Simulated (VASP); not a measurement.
Wanted: the native input for a VASP 6.6.1 run.

```
Task                   : single point
Functional             : PBE
Dispersion             : D3(BJ)
Potentials or basis    : VASP PAW PBE potentials, release 64 (B)
Cutoff                 : 500 eV
k mesh                 : 33 × 33 × 14
Occupations            : gaussian, width 0.15 eV
Spin                   : no spin polarisation
Dipole correction      : no
Further INCAR settings : ALGO = Normal; EDIFF = 1e-06; NBANDS = 8
```

The structure of B lies in POSCAR:

```
B
1.0
    1.6173118970      0.0000000000      0.0000000000
   -0.8086559485      1.4006331887      0.0000000000
    0.0000000000      0.0000000000      3.7263084212
B
1
Direct
    0.0000000000      0.0000000000      0.0000000000
```

This cell differs from its parent crystal: strain -0.050 along x and y, +0.025 along z.

The input as run:

INCAR

```
SYSTEM = B
ALGO = Normal
EDIFF = 1E-6
ENCUT = 500
GGA = PE
GGA_COMPAT = .FALSE.
ISIF = 2
ISMEAR = 0
IVDW = 12
LASPH = .TRUE.
LCHARG = .FALSE.
LREAL = .FALSE.
LWAVE = .FALSE.
NBANDS = 8
NELM = 120
PREC = Accurate
SIGMA = 0.15
```

KPOINTS

```
k-points
0
G
  33 33 14
  0 0 0
```

Potentials or basis: VASP PAW PBE potentials, release 64 (B).

The run is started by

```bash
$ cat potpaw_PBE.64/B/POTCAR > POTCAR
$ mpirun -np 1 vasp_std > vasp.out
```

Results of the run:

| Item | Value |
| --- | --- |
| Pressure | 34.8 GPa |
| Dispersion energy per atom | -0.170 eV |

Caveat: the cell differs from its parent crystal (strain -0.050 along x and y, +0.025 along z); pairwise dispersion overbinds metals, which lowers pressure and volume.

Wall time 19 s on 1 thread of Intel(R) Xeon(R) Platinum 8488C (Sapphire Rapids) (shared host), peak memory 0.15 GiB.
